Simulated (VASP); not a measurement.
# Si24O47 (a cell with a defect) in VASP: notebook

The runs below take Si24O47 (a cell with a defect) through single point, with PBEsol.

Everything below comes from runs of VASP 6.6.1. Logs are shortened: lines on timing, memory, paths and dates and some standing lists are left out, and cuts for length are marked.

## (1) The cell of the first run

The cell holds a defect, 71 atoms: a = 8.389 Å, b = 8.389 Å, c = 8.036 Å, α = 90.00°, β = 90.00°, γ = 90.00°.

## (2) Single point, PBEsol

INCAR reads:

```
PREC     = Accurate       # precision mode
ENCUT    = 520            # plane-wave cutoff, eV
EDIFF    = 1E-7           # SCF threshold, eV
ISMEAR   = -1             # smearing method
SIGMA    = 0.05           # smearing width, eV
LREAL    = Auto         
LASPH    = T              # aspherical terms in the spheres
NELM     = 60             # most SCF steps
ALGO     = Normal         # electronic algorithm
ISIF     = 2              # what is computed and relaxed
LWAVE    = F              # write WAVECAR
LCHARG   = F              # write CHGCAR
GGA      = PS             # functional
NBANDS   = 230            # bands
ISYM     = 0
```

KPOINTS reads:

```
Automatic mesh
0
Gamma
  1 1 1
  0.25 0.25 0.25
```

POSCAR reads:

```
Si24O47
1.0
    8.3886930000      0.0000000000      0.0000000000
    0.0000000000      8.3886930000      0.0000000000
    0.0000000000      0.0000000000      8.0356430000
Si O
24 47
Direct
    0.0001700000      0.0004600000      0.0001100000
    0.0013400000      0.9992900000      0.3321800000
    0.0013500000      0.9993000000      0.6680500000
    0.0007700000      0.4998400000      0.0001200000
    0.0013100000      0.5015000000      0.3337600000
    0.0013600000      0.5014700000      0.6664900000
    0.5008100000      0.9998600000      0.0001100000
    0.4991700000      0.9992900000      0.3337500000
    0.4991500000      0.9993300000      0.6664800000
    0.4998800000      0.5007600000      0.0001100000
    0.5041500000      0.4965400000      0.3426100000
    0.5041100000      0.4964900000      0.6576200000
    0.2508700000      0.2499400000      0.1669100000
    0.2502400000      0.2491900000      0.5001100000
    0.2509000000      0.2499400000      0.8333900000
    0.2526900000      0.7479500000      0.1668300000
    0.2491400000      0.7515000000      0.5001200000
    0.2526900000      0.7479600000      0.8334000000
    0.7488300000      0.2518200000      0.1667200000
    0.7556200000      0.2450200000      0.5001200000
    0.7488300000      0.2518200000      0.8335100000
    0.7506900000      0.7497500000      0.1668400000
    0.7514400000      0.7504000000      0.5001200000
    0.7507000000      0.7497700000      0.8333200000
    0.1531900000      0.1534700000      0.0001400000
    0.1531000000      0.1526700000      0.3333100000
    0.1531200000      0.1527100000      0.6669300000
    0.1546700000      0.6518700000      0.0001100000
    0.1525600000      0.6539900000      0.3329400000
    0.1525900000      0.6539900000      0.6672800000
    0.6534700000      0.1528600000      0.0001600000
    0.6514800000      0.1559200000      0.3356700000
    0.6514000000      0.1560100000      0.6645100000
    0.6535200000      0.6535200000      0.0000400000
    0.6553700000      0.6523400000      0.3352300000
    0.6553900000      0.6524700000      0.6650400000
    0.3471200000      0.3471100000      0.0002000000
    0.3481700000      0.3452400000      0.3351900000
    0.3482900000      0.3452600000      0.6650100000
    0.3487700000      0.8459600000      0.0001200000
    0.3466600000      0.8480500000      0.3329500000
    0.3466600000      0.8480700000      0.6673000000
    0.8477800000      0.3471700000      0.0000700000
    0.8446300000      0.3492300000      0.3357200000
    0.8447200000      0.3491600000      0.6645600000
    0.8471600000      0.8474400000      0.0001000000
    0.8479300000      0.8475200000      0.3333000000
    0.8479700000      0.8475300000      0.6669300000
    0.0969900000      0.4026600000      0.1676800000
    0.0971500000      0.4029200000      0.5001200000
    0.0971700000      0.4027000000      0.8325500000
    0.0975700000      0.9030400000      0.1659700000
    0.0973500000      0.9032900000      0.5001200000
    0.0976000000      0.9030700000      0.8342600000
    0.5982800000      0.4027200000      0.1668800000
    0.5979100000      0.4023600000      0.8333500000
    0.5979400000      0.9034700000      0.1676800000
    0.5977100000      0.9034900000      0.5001100000
    0.5979700000      0.9036600000      0.8325500000
    0.4037300000      0.0970100000      0.1666300000
    0.4023000000      0.0956500000      0.5001100000
    0.4037000000      0.0970500000      0.8336200000
    0.4049000000      0.5957400000      0.1692800000
    0.3995300000      0.6011200000      0.5001200000
    0.4049000000      0.5957300000      0.8309600000
    0.9027000000      0.0979400000      0.1675900000
    0.9043100000      0.0963200000      0.5001200000
    0.9027000000      0.0979400000      0.8326400000
    0.9036000000      0.5969500000      0.1666100000
    0.9049900000      0.5983400000      0.5001300000
    0.9036200000      0.5969100000      0.8336000000
```

Potentials or basis: VASP PAW PBE potentials, release 64 (Si, O).

The run is started by

```bash
> cat potpaw_PBE.64/Si/POTCAR potpaw_PBE.64/O/POTCAR > POTCAR
> mpirun -np 1 vasp_std > vasp.out
```

OUTCAR:

```text
PREC = Accurate
   ENCUT = 520
   EDIFF = 1E-7
   ISMEAR = -1
   LREAL = Auto
   LASPH = T
   NELM = 60
   ISIF = 2
   GGA = PS
   ISYM = 0

 ion  position               nearest neighbor table
   1  0.000  0.000  0.000-  54 1.76  52 1.76  68 1.77  66 1.77  46 1.82  25 1.82   3 2.67   2 2.67

   2  0.001  0.999  0.332-  52 1.76  53 1.77  66 1.77  67 1.77  26 1.81  47 1.81   1 2.67   3 2.70

   3  0.001  0.999  0.668-  54 1.76  53 1.77  68 1.77  67 1.77  48 1.81  27 1.81   1 2.67   2 2.70

   4  0.001  0.500  0.000-  71 1.77  69 1.77  49 1.77  51 1.77  43 1.81  28 1.81   6 2.68   5 2.68

   5  0.001  0.502  0.334-  70 1.76  49 1.76  69 1.77  50 1.77  29 1.80  44 1.83   6 2.67   4 2.68

   6  0.001  0.501  0.666-  70 1.76  51 1.76  50 1.77  71 1.77  30 1.80  45 1.83   5 2.67   4 2.68

   7  0.501  1.000  0.000-  60 1.77  62 1.77  59 1.77  57 1.77  31 1.81  40 1.81   9 2.68   8 2.68

   8  0.499  0.999  0.334-  61 1.76  57 1.76  58 1.77  60 1.77  41 1.80  32 1.83   9 2.67   7 2.68

   9  0.499  0.999  0.666-  61 1.76  59 1.76  62 1.77  58 1.77  42 1.80  33 1.83   8 2.67   7 2.68

  10  0.500  0.501  0.000-  65 1.77  63 1.77  56 1.78  55 1.78  34 1.82  37 1.82  12 2.75  11 2.75

  11  0.504  0.497  0.343-  64 1.77  55 1.80  35 1.82  63 1.82  38 1.82  12 2.53  10 2.75
  12  0.504  0.496  0.658-  64 1.77  56 1.80  39 1.82  65 1.82  36 1.82  11 2.53  10 2.75
  13  0.251  0.250  0.167-  37 1.76  25 1.77  26 1.77  38 1.77  60 1.81  49 1.82  14 2.68  15 2.68

  14  0.250  0.249  0.500-  38 1.76  39 1.76  27 1.77  26 1.77  61 1.81  50 1.82  13 2.68  15 2.68

  15  0.251  0.250  0.833-  37 1.76  25 1.77  27 1.77  39 1.77  62 1.81  51 1.82  14 2.68  13 2.68

  16  0.253  0.748  0.167-  41 1.76  29 1.76  40 1.77  28 1.77  63 1.81  52 1.84  17 2.68  18 2.68

  17  0.249  0.752  0.500-  30 1.77  41 1.77  29 1.77  42 1.77  64 1.78  53 1.80  18 2.68  16 2.68
[... 59 lines left out ...]
  70  0.905  0.598  0.500-   5 1.76   6 1.76  23 1.81
  71  0.904  0.597  0.834-   6 1.77   4 1.77  24 1.81

IMPORTANT INFORMATION: All symmetrisations will be switched off!
NOSYMM: (Re-)initialisation of all symmetry stuff for point group C_1.

----------------------------------------------------------------------------------------

                                     Primitive cell

  volume of cell :     565.4696

  direct lattice vectors                    reciprocal lattice vectors
     8.388693000  0.000000000  0.000000000     0.119208082  0.000000000  0.000000000
     0.000000000  8.388693000  0.000000000     0.000000000  0.119208082  0.000000000
     0.000000000  0.000000000  8.035643000     0.000000000  0.000000000  0.124445548

  length of vectors
     8.388693000  8.388693000  8.035643000     0.119208082  0.119208082  0.124445548

  position of ions in fractional coordinates (direct lattice)
     0.000170000  0.000460000  0.000110000
     0.001340000  0.999290000  0.332180000
     0.001350000  0.999300000  0.668050000
     0.000770000  0.499840000  0.000120000
     0.001310000  0.501500000  0.333760000
     0.001360000  0.501470000  0.666490000
[... 63 lines left out ...]
     0.904990000  0.598340000  0.500130000
     0.903620000  0.596910000  0.833600000

  ion indices of the primitive-cell ions
   primitive index   ion index
                 1           1
                 2           2
                 3           3
                 4           4
                 5           5
                 6           6
[... 63 lines left out ...]
                70          70
                71          71

----------------------------------------------------------------------------------------

 KPOINTS: Automatic mesh

Automatic generation of k-mesh.
 Grid dimensions read from file:
 generate k-points for:    1    1    1

 Generating k-lattice:

  Cartesian coordinates                     Fractional coordinates (reciprocal lattice)
     0.119208082  0.000000000  0.000000000     1.000000000  0.000000000  0.000000000
     0.000000000  0.119208082  0.000000000     0.000000000  1.000000000  0.000000000
[... 43 lines left out ...]
   TEBEG  =    0.0;   TEEND  =   0.0 temperature during run
   PSTRESS=    0.0 pullay stress
   NELECT =     378.0000    total number of electrons
   NUPDOWN=      -1.0000    fix difference up-down
   EMIN   =  10.00;   EMAX   =-10.00  energy-range for DOS
   EFERMI =   0.00;   METHOD = LEGACY
   ISMEAR =    -1;   SIGMA  =   0.05  broadening in eV -4-tet -1-fermi 0-gaus
   EFERMI_NEDOS =   21; number of points for ismear=-14 and -15
   IALGO  =     38    algorithm
   IMIX   =      4    mixing-type and parameters
     AMIX     =   0.40;   BMIX     =  1.00
     AMIX_MAG =   1.60;   BMIX_MAG =  1.00
  volume/ion in A,a.u.               =       7.96        53.75
  Fermi-wavevector in a.u.,A,eV,Ry     =   1.431426  2.705004 27.878086  2.048982
  Thomas-Fermi vector in A             =   2.551164
   LORBIT       =      0    0 simple, 1 ext, 2 COOP (PROOUT), +10 PAW based schemes
   GGA     = PS    functional components
   LHFCALC =     F    Hartree Fock is set to
   AEXX    =    0.0000 exact exchange contribution
   IVDW    =     0    specifies the selected vdW correction
   LEPSILON=     F    determine dielectric tensor
   LRPA    =     F    only Hartree local field effects (RPA)
 non-spin polarized calculation
  energy-cutoff  :      520.00
  volume of cell :      565.47
 maximum number of plane-waves:     15222
 NGX is ok and might be reduce to    64
   NGX = 31   NGY = 31   NGZ = 29

 number of electron     377.9999821 magnetization

 Free energy of the ion-electron system (eV)
  ---------------------------------------------------
  ext. energy  EPLUGINS =         0.00000000
  ---------------------------------------------------
  free energy    TOTEN  =      -576.18845915 eV

  energy without entropy =     -576.18845915  energy(sigma->0) =     -576.18845915

 E-fermi :  10.1027     XC(G=0): -12.4050

 val. band max:        8.8929962388   @ k =  -0.2500  -0.2500   0.2500
 cond. band min:      13.0841283095   @ k =   0.2500  -0.2500   0.2500
 fundamental gap:      4.1911320708
 Fermi energy:        10.1026818043

 k-point     1 :       0.2500    0.2500    0.2500
  band No.  band energies     occupation
      1     -14.2651      2.00000
      2     -13.6977      2.00000
      3     -13.6342      2.00000
      4     -13.5449      2.00000
      5     -13.1364      2.00000
      6     -13.0610      2.00000
[... 805 lines left out ...]
    200      15.7254      0.00000
    201      15.7266      0.00000
 [bands above 201 left out]

------------------------ aborting loop because EDIFF is reached ----------------------------------------

  FORCE on cell =-STRESS in cart. coord.  units (eV):
  Direction    XX          YY          ZZ          XY          YZ          ZX
  --------------------------------------------------------------------------------------
  -------------------------------------------------------------------------------------
  Total        1.4790099      1.4811678     -1.7161648      1.3310498      0.0063737      0.0035900
  in kB        4.1905635      4.1966777     -4.8625082      3.7713396      0.0180590      0.0101717
  external PRESSURE =       1.1749110 kB  Pullay stress =       0.0000000 kB

 VOLUME and BASIS-vectors are now :
 -----------------------------------------------------------------------------
  energy-cutoff  :      520.00
  volume of cell :      565.47
      direct lattice vectors                 reciprocal lattice vectors
     8.388693000  0.000000000  0.000000000     0.119208082  0.000000000  0.000000000
     0.000000000  8.388693000  0.000000000     0.000000000  0.119208082  0.000000000
     0.000000000  0.000000000  8.035643000     0.000000000  0.000000000  0.124445548

 POSITION                                       TOTAL-FORCE (eV/Angst)
 -----------------------------------------------------------------------------------
      0.00143      0.00386      0.00088        -0.001243      0.002858      0.002579
      0.01124      8.38274      2.66928        -0.003701      0.003442      0.014581
      0.01132      8.38282      5.36821        -0.001267      0.005390     -0.015349
      0.00646      4.19300      0.00096         0.004104     -0.000180     -0.002882
      0.01099      4.20693      2.68198        -0.002396     -0.001819     -0.002774
      0.01141      4.20668      5.35568        -0.001322     -0.000220      0.001433
[... 63 lines left out ...]
      7.59168      5.01929      4.01887        -0.031581      0.022616      0.001599
      7.58019      5.00729      6.69851        -0.026673      0.026890     -0.002252
 -----------------------------------------------------------------------------------
    total drift:                               -0.039241     -0.017155     -0.007985

  FREE ENERGIE OF THE ION-ELECTRON SYSTEM (eV)
  ---------------------------------------------------
  free  energy   TOTEN  =      -576.1884591501 eV

  energy  without entropy=     -576.1884591500  energy(sigma->0) =     -576.18845915
```

It took 13 min on 1 thread of Intel Xeon Platinum 8259CL at 2.50GHz (Skylake/Cascade Lake), shared host; peak memory 0.71 GiB.

What came out:

| Quantity | Value |
| --- | --- |
| Free energy | -576.1885 eV |
| Pressure | 0.1 GPa |
| Largest force | 0.052 eV/Å |
| Band gap on the k mesh | 4.19 eV |

Forces on the atoms (eV/Å):
```
Si  -0.001  0.003  0.003
Si  -0.004  0.003  0.015
Si  -0.001  0.005 -0.015
Si   0.004  0.000 -0.003
Si  -0.002 -0.002 -0.003
Si  -0.001  0.000  0.001
Si  -0.001  0.001  0.005
Si   0.001  0.003 -0.004
Si   0.001  0.005  0.001
Si   0.001 -0.001  0.003
Si   0.013 -0.016  0.007
Si   0.013 -0.015 -0.006
Si  -0.002  0.000 -0.005
Si  -0.011 -0.003  0.006
Si   0.003  0.005 -0.004
Si  -0.006  0.005  0.005
Si   0.004 -0.002 -0.001
Si  -0.004  0.004 -0.004
Si   0.009 -0.003  0.001
Si  -0.013  0.012 -0.001
Si   0.003 -0.009  0.001
Si  -0.004 -0.005  0.007
Si   0.006  0.011 -0.005
Si   0.000  0.002  0.006
O   -0.024 -0.025 -0.003
O   -0.019 -0.017  0.002
O   -0.019 -0.019 -0.002
O   -0.025 -0.019  0.002
O   -0.021 -0.028  0.000
O   -0.023 -0.027  0.001
O   -0.023 -0.023 -0.004
O   -0.030 -0.025 -0.003
O   -0.021 -0.033  0.005
O   -0.025 -0.027  0.003
O   -0.014 -0.015  0.001
O   -0.029 -0.040  0.001
O    0.025  0.024 -0.005
O    0.041  0.032  0.003
O    0.017  0.017 -0.005
O    0.021  0.028 -0.002
O    0.025  0.022 -0.001
O    0.028  0.023  0.000
O    0.022  0.023  0.003
O    0.035  0.024 -0.004
O    0.026  0.030  0.003
O    0.024  0.022 -0.002
O    0.018  0.017  0.001
O    0.017  0.020 -0.002
O    0.031 -0.026  0.002
O    0.027 -0.027 -0.003
O    0.016 -0.023  0.004
O    0.033 -0.033 -0.005
O    0.015 -0.018 -0.001
O    0.031 -0.035  0.005
O   -0.006 -0.028  0.004
O    0.030  0.005 -0.005
O    0.022 -0.019 -0.001
O    0.028 -0.029  0.002
O    0.029 -0.037 -0.002
O   -0.029  0.026  0.001
O   -0.024  0.032 -0.002
O   -0.027  0.025 -0.001
O   -0.015  0.017  0.010
O   -0.026  0.027  0.000
O   -0.017  0.019 -0.012
O   -0.030  0.029 -0.002
O   -0.007  0.006 -0.001
O   -0.030  0.027  0.004
O   -0.029  0.025  0.001
O   -0.032  0.023  0.002
O   -0.027  0.027 -0.002
```

Stress tensor (GPa, compression positive):
```
 0.42  0.38  0.00
 0.38  0.42  0.00
 0.00  0.00 -0.49
```

Caveat: the PAW data sets were made with another functional, which shifts forces and pressure a little.

(Part 1 of 2 ends here.)
